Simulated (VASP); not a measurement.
# Pd (Fm-3m) in VASP: single point with PBE

Aim: the single point of Pd with PBE.

All numbers are computed with VASP 6.6.1; they aren't measurements. Logs are shortened: lines on timing, memory, paths and dates and some standing lists are left out, and cuts for length are marked.

## Step 1: The cell of the first run

It takes space group Fm-3m (No. 225, cubic). The conventional cell has a = 3.942 Å, b = 3.942 Å, c = 3.942 Å, α = 90.00°, β = 90.00°, γ = 90.00°. Within 3.7 Å of Pd (site symmetry m-3m) lie 12 Pd at 2.79 Å.

## Step 2: Single point, PBE

The input, INCAR:

```
SYSTEM = Pd
ALGO     = Normal         ! electronic algorithm
EDIFF    = 1E-6           ! SCF threshold, eV
ENCUT    = 500            ! plane-wave cutoff, eV
GGA      = PE             ! functional
GGA_COMPAT= .FALSE.      
ISIF     = 2              ! what is computed and relaxed
ISMEAR   = -1             ! smearing method
LASPH    = .TRUE.         ! aspherical terms in the spheres
LCHARG   = .FALSE.        ! write CHGCAR
LREAL    = .FALSE.        ! projectors in reciprocal space
LWAVE    = .FALSE.        ! write WAVECAR
NBANDS   = 11             ! bands
NELM     = 120            ! most SCF steps
PREC     = Accurate       ! precision mode
SIGMA    = 0.1            ! smearing width, eV
```

The input, KPOINTS:

```
k-points
0
G
  4 4 4
  0 0 0
```

The input, POSCAR:

```
Pd
1.0
   -1.9710879955      0.0000000000      1.9710879955
    0.0000000000      1.9710879955      1.9710879955
   -1.9710879955      1.9710879955      0.0000000000
Pd
1
Direct
    0.0000000000      0.0000000000      0.0000000000
```

Potentials or basis: VASP PAW PBE potentials, release 64 (Pd).

Launch:

```console
cat potpaw_PBE.64/Pd/POTCAR > POTCAR
mpirun -np 1 vasp_std > vasp.out
```

OUTCAR:

```text
SYSTEM = Pd
   EDIFF = 1E-6
   ENCUT = 500
   GGA = PE
   ISIF = 2
   ISMEAR = -1
   LASPH = .TRUE.
   LREAL = .FALSE.
   NELM = 120
   PREC = Accurate

 ion  position               nearest neighbor table
   1  0.000  0.000  0.000-

  LATTYP: Found a face centered cubic cell.
 ALAT       =     3.9421759910

  Lattice vectors:

 A1 = (  -1.9710879955,   0.0000000000,   1.9710879955)
 A2 = (   0.0000000000,   1.9710879955,   1.9710879955)
 A3 = (  -1.9710879955,   1.9710879955,   0.0000000000)

Analysis of symmetry for initial positions (statically):
=====================================================================
 Subroutine PRICEL returns:
 Original cell was already a primitive cell.

 Routine SETGRP: Setting up the symmetry group for a
 face centered cubic supercell.

 Subroutine GETGRP returns: Found 48 space group operations
 (whereof 48 operations were pure point group operations)
 out of a pool of 48 trial point group operations.

The static configuration has the point symmetry O_h .

Analysis of symmetry for dynamics (positions and initial velocities):
=====================================================================
 Subroutine PRICEL returns:
 Original cell was already a primitive cell.

 Routine SETGRP: Setting up the symmetry group for a
 face centered cubic supercell.

 Subroutine GETGRP returns: Found 48 space group operations
 (whereof 48 operations were pure point group operations)
 out of a pool of 48 trial point group operations.

The dynamic configuration has the point symmetry O_h .

 Subroutine INISYM returns: Found 48 space group operations
 (whereof 48 operations are pure point group operations),
 and found     1 'primitive' translations

----------------------------------------------------------------------------------------

                                     Primitive cell

  volume of cell :      15.3161

  direct lattice vectors                    reciprocal lattice vectors
    -1.971087996  0.000000000  1.971087996    -0.253667011 -0.253667011  0.253667011
     0.000000000  1.971087996  1.971087996     0.253667011  0.253667011  0.253667011
    -1.971087996  1.971087996  0.000000000    -0.253667011  0.253667011 -0.253667011

  length of vectors
     2.787539376  2.787539376  2.787539376     0.439364151  0.439364151  0.439364151

  position of ions in fractional coordinates (direct lattice)
     0.000000000  0.000000000  0.000000000

  ion indices of the primitive-cell ions
   primitive index   ion index
                 1           1

----------------------------------------------------------------------------------------

 KPOINTS: k-points

Automatic generation of k-mesh.
 Grid dimensions read from file:
 generate k-points for:    4    4    4

 Generating k-lattice:

  Cartesian coordinates                     Fractional coordinates (reciprocal lattice)
    -0.063416753 -0.063416753  0.063416753     0.250000000  0.000000000  0.000000000
     0.063416753  0.063416753  0.063416753     0.000000000  0.250000000  0.000000000
    -0.063416753  0.063416753 -0.063416753     0.000000000  0.000000000  0.250000000

  Length of vectors
     0.109841038  0.109841038  0.109841038

  Shift w.r.t. Gamma in fractional coordinates (k-lattice)
     0.000000000  0.000000000  0.000000000

 Subroutine IBZKPT returns following result:
 ===========================================

 Found      8 irreducible k-points:

 Following reciprocal coordinates:
            Coordinates               Weight
  0.000000  0.000000  0.000000      1.000000
  0.250000  0.000000  0.000000      8.000000
  0.500000  0.000000  0.000000      4.000000
  0.250000  0.250000  0.000000      6.000000
  0.500000  0.250000  0.000000     24.000000
 -0.250000  0.250000  0.000000     12.000000
  0.500000  0.500000  0.000000      3.000000
 -0.250000  0.500000  0.250000      6.000000
   k-points           NKPTS =      8   k-points in BZ     NKDIM =      8   number of bands    NBANDS=     11
   number of dos      NEDOS =    301   number of ions     NIONS =      1
   total plane-waves  NPLWV =   8000
   dimension x,y,z NGX =    20 NGY =   20 NGZ =   20
   dimension x,y,z NGXF=    40 NGYF=   40 NGZF=   40
   ions per type =               1
   NGX,Y,Z   is equivalent  to a cutoff of  11.93, 11.93, 11.93 a.u.
   NGXF,Y,Z  is equivalent  to a cutoff of  23.86, 23.86, 23.86 a.u.
 SYSTEM =  Pd
   PREC   = accura    normal or accurate (medium, high low for compatibility)
   ISTART =      0    job   : 0-new  1-cont  2-samecut
   ICHARG =      2    charge: 1-file 2-atom 10-const
   ISPIN  =      1    spin polarized calculation?
   LNONCOLLINEAR =      F non collinear calculations
   LSORBIT =      F    spin-orbit coupling
   LASPH  =      T    aspherical Exc in radial PAW
   ENCUT  =  500.0 eV  36.75 Ry    6.06 a.u.   5.08  5.08  5.08*2*pi/ulx,y,z
   NELM   =    120;   NELMIN=  2; NELMDL= -5     # of ELM steps
   EDIFF  = 0.1E-05   stopping-criterion for ELM
   LREAL  =      F    real-space projection
   EDIFFG = 0.1E-04   stopping-criterion for IOM
   NSW    =      0    number of steps for IOM
   IBRION =     -1    ionic relax: 0-MD 1-quasi-New 2-CG
   NFREE  =      0    steps in history (QN), initial steepest desc. (CG)
   ISIF   =      2    stress and relaxation
   ISYM   =      2    0-nonsym 1-usesym 2-fastsym
   POTIM  = 0.5000    time-step for ionic-motion
   TEBEG  =    0.0;   TEEND  =   0.0 temperature during run
   PSTRESS=    0.0 pullay stress
   NELECT =      10.0000    total number of electrons
   NUPDOWN=      -1.0000    fix difference up-down
   EMIN   =  10.00;   EMAX   =-10.00  energy-range for DOS
   EFERMI =   0.00;   METHOD = LEGACY
   ISMEAR =    -1;   SIGMA  =   0.10  broadening in eV -4-tet -1-fermi 0-gaus
   EFERMI_NEDOS =   21; number of points for ismear=-14 and -15
   IALGO  =     38    algorithm
   IMIX   =      4    mixing-type and parameters
     AMIX     =   0.40;   BMIX     =  1.00
     AMIX_MAG =   1.60;   BMIX_MAG =  1.00
  volume/ion in A,a.u.               =      15.32       103.36
  Fermi-wavevector in a.u.,A,eV,Ry     =   1.420230  2.683846 27.443693  2.017055
  Thomas-Fermi vector in A             =   2.541168
   LORBIT       =      0    0 simple, 1 ext, 2 COOP (PROOUT), +10 PAW based schemes
   GGA     = PE    functional components
   LHFCALC =     F    Hartree Fock is set to
   AEXX    =    0.0000 exact exchange contribution
   IVDW    =     0    specifies the selected vdW correction
   LEPSILON=     F    determine dielectric tensor
   LRPA    =     F    only Hartree local field effects (RPA)
 non-spin polarized calculation
  energy-cutoff  :      500.00
  volume of cell :       15.32
 maximum number of plane-waves:       399
   NGX = 11   NGY = 11   NGZ = 11

 number of electron      10.0000000 magnetization

 number of electron       9.9999995 magnetization

 Free energy of the ion-electron system (eV)
  ---------------------------------------------------
  ext. energy  EPLUGINS =         0.00000000
  ---------------------------------------------------
  free energy    TOTEN  =        -5.40936238 eV

  energy without entropy =       -5.33529686  energy(sigma->0) =       -5.37232962

 E-fermi :   9.4159     XC(G=0): -12.9338

 val. band max:        9.2913497359   @ k =   0.5000   0.2500   0.0000
 cond. band min:       9.5031437447   @ k =   0.5000   0.5000   0.0000
 fundamental gap:      0.2117940089
 Fermi energy:         9.4158643768

 k-point     1 :       0.0000    0.0000    0.0000
  band No.  band energies     occupation
      1       2.3136      2.00000
      2       6.5502      2.00000
      3       6.5502      2.00000
      4       6.5502      2.00000
      5       8.0736      2.00000
      6       8.0736      2.00000
      7      26.3312      0.00000
      8      30.8933      0.00000
      9      30.8933      0.00000
     10      30.8933      0.00000
     11      35.6207      0.00000

 k-point     2 :       0.2500    0.0000    0.0000
  band No.  band energies     occupation
      1       3.9738      2.00000
      2       6.5094      2.00000
      3       6.8283      2.00000
      4       6.8283      2.00000
      5       8.2175      1.99999
      6       8.2175      1.99999
      7      23.3951      0.00000
      8      27.2984      0.00000
      9      32.3174      0.00000
     10      32.3174      0.00000
     11      34.6288      0.00000

 k-point     3 :       0.5000    0.0000    0.0000
  band No.  band energies     occupation
      1       4.1923      2.00000
      2       6.5078      2.00000
      3       6.5078      2.00000
      4       9.2073      1.77900
      5       9.2073      1.77899
      6      10.2638      0.00042
      7      16.2288      0.00000
      8      25.6766      0.00000
      9      29.9053      0.00000
     10      29.9053      0.00000
     11      35.9217      0.00000

 k-point     4 :       0.2500    0.2500    0.0000
  band No.  band energies     occupation
      1       4.4673      2.00000
      2       5.3801      2.00000
      3       7.5088      2.00000
      4       7.7638      2.00000
      5       7.7638      2.00000
      6       8.6044      1.99940
      7      26.9146      0.00000
      8      26.9146      0.00000
      9      27.2272      0.00000
     10      28.5811      0.00000
     11      32.0206      0.00000

 k-point     5 :       0.5000    0.2500    0.0000
  band No.  band energies     occupation
      1       4.8537      2.00000
      2       5.6010      2.00000
      3       7.0001      2.00000
      4       7.7188      2.00000
      5       9.2913      1.55292
      6      12.8052      0.00000
      7      18.1869      0.00000
      8      23.5317      0.00000
      9      25.7122      0.00000
     10      28.7387      0.00000
     11      35.7673      0.00000

 k-point     6 :      -0.2500    0.2500    0.0000
  band No.  band energies     occupation
      1       5.5350      2.00000
      2       5.9645      2.00000
      3       6.3363      2.00000
      4       7.4587      2.00000
      5       8.0303      2.00000
      6      11.4509      0.00000
      7      21.4979      0.00000
      8      21.7436      0.00000
      9      28.5244      0.00000
     10      30.5528      0.00000
     11      33.9857      0.00000

 k-point     7 :       0.5000    0.5000    0.0000
  band No.  band energies     occupation
      1       4.1234      2.00000
      2       4.4020      2.00000
      3       9.1811      1.82556
      4       9.5031      0.58935
      5       9.5031      0.58935
      6      12.5216      0.00000
      7      19.5851      0.00000
      8      22.1718      0.00000
      9      22.1718      0.00000
     10      30.2052      0.00000
     11      30.3151      0.00000

 k-point     8 :      -0.2500    0.5000    0.2500
  band No.  band energies     occupation
      1       5.1408      2.00000
      2       6.0308      2.00000
      3       6.0308      2.00000
      4       7.9869      2.00000
      5       9.5051      0.58124
      6      17.8818      0.00000
      7      17.8818      0.00000
      8      19.2718      0.00000
      9      20.5185      0.00000
     10      34.5592      0.00000
     11      34.5592      0.00000

------------------------ aborting loop because EDIFF is reached ----------------------------------------

  FORCE on cell =-STRESS in cart. coord.  units (eV):
  Direction    XX          YY          ZZ          XY          YZ          ZX
  --------------------------------------------------------------------------------------
  -------------------------------------------------------------------------------------
  Total       -0.0130043     -0.0130043     -0.0130043      0.0000000      0.0000000      0.0000000
  in kB       -1.3603450     -1.3603450     -1.3603450      0.0000000      0.0000000      0.0000000
  external PRESSURE =      -1.3603450 kB  Pullay stress =       0.0000000 kB

 VOLUME and BASIS-vectors are now :
 -----------------------------------------------------------------------------
  energy-cutoff  :      500.00
  volume of cell :       15.32
      direct lattice vectors                 reciprocal lattice vectors
    -1.971087996  0.000000000  1.971087996    -0.253667011 -0.253667011  0.253667011
     0.000000000  1.971087996  1.971087996     0.253667011  0.253667011  0.253667011
    -1.971087996  1.971087996  0.000000000    -0.253667011  0.253667011 -0.253667011

 POSITION                                       TOTAL-FORCE (eV/Angst)
 -----------------------------------------------------------------------------------
      0.00000      0.00000      0.00000         0.000000      0.000000      0.000000
 -----------------------------------------------------------------------------------
    total drift:                                0.000000      0.000000      0.000000

  FREE ENERGIE OF THE ION-ELECTRON SYSTEM (eV)
  ---------------------------------------------------
  free  energy   TOTEN  =        -5.4093623820 eV

  energy  without entropy=       -5.3352968574  energy(sigma->0) =       -5.37232962
```

Run time: 3 s. Hardware: 1 thread of Intel Xeon 6975P-C, shared host; peak memory 0.12 GiB.

Results:

| Property | Result |
| --- | --- |
| Free energy | -5.4094 eV |
| Pressure | -0.1 GPa |
| Band gap on the k mesh | zero (band 5 reaches 9.51 eV, above the bottom of band 6 at 8.07 eV) |

Caveat: the k points lie up to 0.69 Å⁻¹ apart.
